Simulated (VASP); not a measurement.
Wanted: the native input for a VASP 6.6.1 run.

| Quantity | Value |
| --- | --- |
| Task | single point |
| Functional | PBEsol |
| Potentials or basis | VASP PAW PBE potentials, release 64 (Ir) |
| Cutoff | 520 eV |
| k mesh | 18 × 18 × 12 |
| Occupations | gaussian, width 0.15 eV |
| Spin | no spin polarisation |
| Dipole correction | no |
| Further INCAR settings | ALGO = Normal; EDIFF = 1e-07; NBANDS = 16 |

The structure of Ir lies in POSCAR:

```
Ir
1.0
    2.7101072262      0.0000000000      0.0000000000
   -1.3550536131      2.3470217048      0.0000000000
    0.0000000000      0.0000000000      4.5292243500
Ir
2
Direct
    0.6666666667      0.3333333333      0.7500000000
    0.3333333333      0.6666666667      0.2500000000
```

This cell differs from its parent crystal: strain -0.015 along x and y, +0.015 along z.

These files were run (other wordings do the same):

INCAR

```
SYSTEM = Ir
ALGO = Normal ; EDIFF = 1E-7
ENCUT = 520 ; GGA = PS
ISIF = 2 ; ISMEAR = 0
LASPH = .TRUE. ; LCHARG = .TRUE.
LELF = .TRUE. ; LREAL = .FALSE.
LVHAR = .TRUE. ; LWAVE = .FALSE.
NBANDS = 16 ; NELM = 100
PREC = Accurate ; SIGMA = 0.15
```

KPOINTS

```
k-points
0
G
  18 18 12
  0 0 0
```

Potentials or basis: VASP PAW PBE potentials, release 64 (Ir).

The run is started by

```console
$ cat potpaw_PBE.64/Ir/POTCAR > POTCAR
$ mpirun -np 1 vasp_std > vasp.out
```

Results of the run:

The pressure is -6.3 GPa and the band gap on the k mesh is zero (band 9 reaches 11.15 eV, above the bottom of band 10 at 7.73 eV).

Caveat: the cell differs from its parent crystal (strain -0.015 along x and y, +0.015 along z); the PAW data sets were made with another functional, which shifts forces and pressure a little; spin-orbit coupling is left out, which moves the levels of the heavy elements.

Wall time 92 s on 1 thread of AMD EPYC 7R43 64-Core Processor (Zen 3), on a shared host, peak memory 0.18 GiB.
